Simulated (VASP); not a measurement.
# InPt3C (Pm-3m) in VASP: single point with LDA

Aim: the single point of InPt3C with LDA.

Program: VASP 6.6.1. These are calculated values, not measurements. Logs are shortened: lines on timing, memory, paths and dates and some standing lists are left out, and cuts for length are marked.

## 1. The cell of the first run

Symmetry: Pm-3m, No. 221, cubic system. Conventional cell: a = 4.259 Å, b = 4.259 Å, c = 4.259 Å, α = 90.00°, β = 90.00°, γ = 90.00°. Within 4.0 Å of In (site symmetry m-3m) lie 12 Pt at 3.01 Å and 8 C at 3.69 Å. Within 2.8 Å of Pt (site symmetry 4/mmm) lie 2 C at 2.13 Å. Within 2.8 Å of C (site symmetry m-3m) lie 6 Pt at 2.13 Å.

## 2. Single point, LDA

The input, INCAR:

```
ALGO = Normal ; EDIFF = 1E-6
ENCUT = 600 ; GGA = CA
GGA_COMPAT = F ; ISIF = 2
ISMEAR = 1 ; LASPH = T
LCHARG = F ; LREAL = F
LWAVE = F ; NBANDS = 32
NELM = 120 ; PREC = Accurate
SIGMA = 0.1
```

The input, KPOINTS:

```
k-points
0
Gamma
  5 5 5
```

The input, POSCAR:

```
InPt3C
1.0
    4.2585860000      0.0000000000      0.0000000000
    0.0000000000      4.2585860000      0.0000000000
    0.0000000000      0.0000000000      4.2585860000
In Pt C
1 3 1
Direct
    0.0000000000      0.0000000000      0.0000000000
    0.5000000000      0.0000000000      0.5000000000
    0.5000000000      0.5000000000      0.0000000000
    0.0000000000      0.5000000000      0.5000000000
    0.5000000000      0.5000000000      0.5000000000
```

Potentials or basis: VASP PAW LDA potentials, release 64 (In_d, Pt, C).

Started as:

```
$ cat potpaw_LDA.64/In_d/POTCAR potpaw_LDA.64/Pt/POTCAR potpaw_LDA.64/C/POTCAR > POTCAR
$ mpirun -np 1 vasp_std > vasp.out
```

OUTCAR:

```text
EDIFF = 1E-6
   ENCUT = 600
   GGA = CA
   ISIF = 2
   ISMEAR = 1
   LASPH = T
   LREAL = F
   NELM = 120
   PREC = Accurate

 ion  position               nearest neighbor table
   1  0.000  0.000  0.000-   2 3.01   3 3.01   4 3.01   2 3.01   4 3.01   3 3.01   4 3.01   4 3.01
                             2 3.01   3 3.01   2 3.01   3 3.01
   2  0.500  0.000  0.500-   5 2.13   5 2.13   4 3.01   1 3.01   1 3.01   3 3.01   3 3.01   4 3.01
                             3 3.01   3 3.01   1 3.01   4 3.01   1 3.01   4 3.01
   3  0.500  0.500  0.000-   5 2.13   5 2.13   4 3.01   1 3.01   2 3.01   4 3.01   2 3.01   1 3.01
                             2 3.01   2 3.01   1 3.01   4 3.01   4 3.01   1 3.01
   4  0.000  0.500  0.500-   5 2.13   5 2.13   3 3.01   1 3.01   1 3.01   3 3.01   1 3.01   2 3.01
                             1 3.01   2 3.01   3 3.01   2 3.01   3 3.01   2 3.01
   5  0.500  0.500  0.500-   2 2.13   3 2.13   4 2.13   3 2.13   2 2.13   4 2.13

  LATTYP: Found a simple cubic cell.
 ALAT       =     4.2585860000

  Lattice vectors:

 A1 = (   4.2585860000,   0.0000000000,   0.0000000000)
 A2 = (   0.0000000000,   4.2585860000,   0.0000000000)
 A3 = (   0.0000000000,   0.0000000000,   4.2585860000)

Analysis of symmetry for initial positions (statically):
=====================================================================
 Subroutine PRICEL returns:
 Original cell was already a primitive cell.

 Routine SETGRP: Setting up the symmetry group for a
 simple cubic supercell.

 Subroutine GETGRP returns: Found 48 space group operations
 (whereof 48 operations were pure point group operations)
 out of a pool of 48 trial point group operations.

The static configuration has the point symmetry O_h .

Analysis of symmetry for dynamics (positions and initial velocities):
=====================================================================
 Subroutine PRICEL returns:
 Original cell was already a primitive cell.

 Routine SETGRP: Setting up the symmetry group for a
 simple cubic supercell.

 Subroutine GETGRP returns: Found 48 space group operations
 (whereof 48 operations were pure point group operations)
 out of a pool of 48 trial point group operations.

The dynamic configuration has the point symmetry O_h .

 Subroutine INISYM returns: Found 48 space group operations
 (whereof 48 operations are pure point group operations),
 and found     1 'primitive' translations

----------------------------------------------------------------------------------------

                                     Primitive cell

  volume of cell :      77.2318

  direct lattice vectors                    reciprocal lattice vectors
     4.258586000  0.000000000  0.000000000     0.234819727  0.000000000  0.000000000
     0.000000000  4.258586000  0.000000000     0.000000000  0.234819727  0.000000000
     0.000000000  0.000000000  4.258586000     0.000000000  0.000000000  0.234819727

  length of vectors
     4.258586000  4.258586000  4.258586000     0.234819727  0.234819727  0.234819727

  position of ions in fractional coordinates (direct lattice)
     0.000000000  0.000000000  0.000000000
     0.500000000  0.000000000  0.500000000
     0.500000000  0.500000000  0.000000000
     0.000000000  0.500000000  0.500000000
     0.500000000  0.500000000  0.500000000

  ion indices of the primitive-cell ions
   primitive index   ion index
                 1           1
                 2           2
                 3           3
                 4           4
                 5           5

----------------------------------------------------------------------------------------

 KPOINTS: k-points

Automatic generation of k-mesh.
 Grid dimensions read from file:
 generate k-points for:    5    5    5

 Generating k-lattice:

  Cartesian coordinates                     Fractional coordinates (reciprocal lattice)
     0.046963945  0.000000000  0.000000000     0.200000000  0.000000000  0.000000000
     0.000000000  0.046963945  0.000000000     0.000000000  0.200000000  0.000000000
     0.000000000  0.000000000  0.046963945     0.000000000  0.000000000  0.200000000

  Length of vectors
     0.046963945  0.046963945  0.046963945

  Shift w.r.t. Gamma in fractional coordinates (k-lattice)
     0.000000000  0.000000000  0.000000000

 Subroutine IBZKPT returns following result:
 ===========================================

 Found     10 irreducible k-points:

 Following reciprocal coordinates:
            Coordinates               Weight
  0.000000  0.000000  0.000000      1.000000
  0.200000  0.000000  0.000000      6.000000
  0.400000  0.000000  0.000000      6.000000
  0.200000  0.200000  0.000000     12.000000
  0.400000  0.200000  0.000000     24.000000
  0.400000  0.400000  0.000000     12.000000
  0.200000  0.200000  0.200000      8.000000
  0.400000  0.200000  0.200000     24.000000
  0.400000  0.400000  0.200000     24.000000
  0.400000  0.400000  0.400000      8.000000
   k-points           NKPTS =     10   k-points in BZ     NKDIM =     10   number of bands    NBANDS=     32
   number of dos      NEDOS =    301   number of ions     NIONS =      5
   total plane-waves  NPLWV =  46656
   dimension x,y,z NGX =    36 NGY =   36 NGZ =   36
   dimension x,y,z NGXF=    72 NGYF=   72 NGZF=   72
   ions per type =               1   3   1
   NGX,Y,Z   is equivalent  to a cutoff of  14.05, 14.05, 14.05 a.u.
   NGXF,Y,Z  is equivalent  to a cutoff of  28.11, 28.11, 28.11 a.u.
 SYSTEM =  unknown system
   PREC   = accura    normal or accurate (medium, high low for compatibility)
   ISTART =      0    job   : 0-new  1-cont  2-samecut
   ICHARG =      2    charge: 1-file 2-atom 10-const
   ISPIN  =      1    spin polarized calculation?
   LNONCOLLINEAR =      F non collinear calculations
   LSORBIT =      F    spin-orbit coupling
   LASPH  =      T    aspherical Exc in radial PAW
   ENCUT  =  600.0 eV  44.10 Ry    6.64 a.u.   8.51  8.51  8.51*2*pi/ulx,y,z
   NELM   =    120;   NELMIN=  2; NELMDL= -5     # of ELM steps
   EDIFF  = 0.1E-05   stopping-criterion for ELM
   LREAL  =      F    real-space projection
[... 7 lines left out ...]
   TEBEG  =    0.0;   TEEND  =   0.0 temperature during run
   PSTRESS=    0.0 pullay stress
   NELECT =      47.0000    total number of electrons
   NUPDOWN=      -1.0000    fix difference up-down
   EMIN   =  10.00;   EMAX   =-10.00  energy-range for DOS
   EFERMI =   0.00;   METHOD = LEGACY
   ISMEAR =     1;   SIGMA  =   0.10  broadening in eV -4-tet -1-fermi 0-gaus
   EFERMI_NEDOS =   21; number of points for ismear=-14 and -15
   IALGO  =     38    algorithm
   IMIX   =      4    mixing-type and parameters
     AMIX     =   0.40;   BMIX     =  1.00
     AMIX_MAG =   1.60;   BMIX_MAG =  1.00
  volume/ion in A,a.u.               =      15.45       104.24
  Fermi-wavevector in a.u.,A,eV,Ry     =   1.387316  2.621647 26.186390  1.924645
  Thomas-Fermi vector in A             =   2.511549
   LORBIT       =      0    0 simple, 1 ext, 2 COOP (PROOUT), +10 PAW based schemes
   GGA     = CA    functional components
   LHFCALC =     F    Hartree Fock is set to
   AEXX    =    0.0000 exact exchange contribution
   IVDW    =     0    specifies the selected vdW correction
   LEPSILON=     F    determine dielectric tensor
   LRPA    =     F    only Hartree local field effects (RPA)
 non-spin polarized calculation
 Methfessel and Paxton  Order N= 1 SIGMA  =   0.10
  energy-cutoff  :      600.00
  volume of cell :       77.23
 maximum number of plane-waves:      2596
 NGX is ok and might be reduce to    36
   NGX = 17   NGY = 17   NGZ = 17

 number of electron      47.0000006 magnetization

 Free energy of the ion-electron system (eV)
  ---------------------------------------------------
  ext. energy  EPLUGINS =         0.00000000
  ---------------------------------------------------
  free energy    TOTEN  =       -34.46912867 eV

  energy without entropy =      -34.46464502  energy(sigma->0) =      -34.46763412

 E-fermi :   9.8040     XC(G=0): -12.6714

 val. band max:        9.7681861543   @ k =   0.2000   0.2000   0.0000
 cond. band min:       9.8221185935   @ k =   0.2000   0.2000   0.2000
 fundamental gap:      0.0539324392
 Fermi energy:         9.8039921124

 k-point     1 :       0.0000    0.0000    0.0000
  band No.  band energies     occupation
      1      -4.9837      2.00000
      2      -4.9837      2.00000
      3      -4.9637      2.00000
      4      -4.9637      2.00000
      5      -4.9637      2.00000
      6      -4.4556      2.00000
[... 24 lines left out ...]
     31      16.1097      0.00000
     32      18.7920      0.00000

 k-point     2 :       0.2000    0.0000    0.0000
  band No.  band energies     occupation
      1      -4.9749      2.00000
      2      -4.9615      2.00000
      3      -4.9613      2.00000
      4      -4.9573      2.00000
      5      -4.9573      2.00000
      6      -4.1946      2.00000
[... 24 lines left out ...]
     31      17.2306      0.00000
     32      17.7418      0.00000

 k-point     3 :       0.4000    0.0000    0.0000
  band No.  band energies     occupation
      1      -4.9608      2.00000
      2      -4.9580      2.00000
      3      -4.9468      2.00000
      4      -4.9468      2.00000
      5      -4.9251      2.00000
      6      -3.6700      2.00000
[... 24 lines left out ...]
     31      16.9603      0.00000
     32      16.9603      0.00000

 k-point     4 :       0.2000    0.2000    0.0000
  band No.  band energies     occupation
      1      -4.9699      2.00000
      2      -4.9566      2.00000
      3      -4.9547      2.00000
      4      -4.9536      2.00000
      5      -4.9464      2.00000
      6      -3.9262      2.00000
[... 164 lines left out ...]
     31      17.0898      0.00000
     32      18.4001      0.00000

 k-point     9 :       0.4000    0.4000    0.2000
  band No.  band energies     occupation
      1      -4.9921      2.00000
      2      -4.9631      2.00000
      3      -4.9629      2.00000
      4      -4.9210      2.00000
      5      -4.8907      2.00000
      6      -2.4976      2.00000
[... 24 lines left out ...]
     31      17.3954      0.00000
     32      18.8747      0.00000

 k-point    10 :       0.4000    0.4000    0.4000
  band No.  band energies     occupation
      1      -4.9912      2.00000
      2      -4.9897      2.00000
      3      -4.9897      2.00000
      4      -4.8956      2.00000
      5      -4.8956      2.00000
      6      -1.8382      2.00000
[... 24 lines left out ...]
     31      17.6174      0.00000
     32      19.5138      0.00000

------------------------ aborting loop because EDIFF is reached ----------------------------------------

  FORCE on cell =-STRESS in cart. coord.  units (eV):
  Direction    XX          YY          ZZ          XY          YZ          ZX
  --------------------------------------------------------------------------------------
  -------------------------------------------------------------------------------------
  Total       -5.8195992     -5.8195992     -5.8195992     -0.0000000     -0.0000000     -0.0000000
  in kB     -120.7278290   -120.7278290   -120.7278290     -0.0000000     -0.0000000     -0.0000000
  external PRESSURE =    -120.7278290 kB  Pullay stress =       0.0000000 kB

 VOLUME and BASIS-vectors are now :
 -----------------------------------------------------------------------------
  energy-cutoff  :      600.00
  volume of cell :       77.23
      direct lattice vectors                 reciprocal lattice vectors
     4.258586000  0.000000000  0.000000000     0.234819727  0.000000000  0.000000000
     0.000000000  4.258586000  0.000000000     0.000000000  0.234819727  0.000000000
     0.000000000  0.000000000  4.258586000     0.000000000  0.000000000  0.234819727

 POSITION                                       TOTAL-FORCE (eV/Angst)
 -----------------------------------------------------------------------------------
      0.00000      0.00000      0.00000         0.000000      0.000000      0.000000
      2.12929      0.00000      2.12929         0.000000      0.000000      0.000000
      2.12929      2.12929      0.00000         0.000000      0.000000      0.000000
      0.00000      2.12929      2.12929         0.000000      0.000000      0.000000
      2.12929      2.12929      2.12929         0.000000      0.000000      0.000000
 -----------------------------------------------------------------------------------
    total drift:                                0.000000      0.000000      0.000000

  FREE ENERGIE OF THE ION-ELECTRON SYSTEM (eV)
  ---------------------------------------------------
  free  energy   TOTEN  =       -34.4691286655 eV

  energy  without entropy=      -34.4646450198  energy(sigma->0) =      -34.46763412
```

Wall time 49 s (1 thread of Intel Xeon 8259CL, shared host); peak memory 0.19 GiB.

What came out:

```
Free energy            : -34.4691 eV
Pressure               : -12.1 GPa
Band gap on the k mesh : zero (an odd number of electrons rules out a gap without spin polarisation)
```

Levels at points of the mesh, in eV from the Fermi level:
| k point | band 20 | band 21 | band 22 | band 23 | band 24 | band 25 | band 26 | band 27 | band 28 | band 29 |
| --- | --- | --- | --- | --- | --- | --- | --- | --- | --- | --- |
| (0.00, 0.00, 0.00) | -2.40 | -0.76 | -0.76 | -0.76 | -0.76 | 1.69 | 1.69 | 1.69 | 2.32 | 4.04 |

Caveat: the cell stands under tension; spin-orbit coupling is left out, which moves the levels of the heavy elements.

The gap in the log of VASP goes by the Fermi energy; the results here count the filled bands.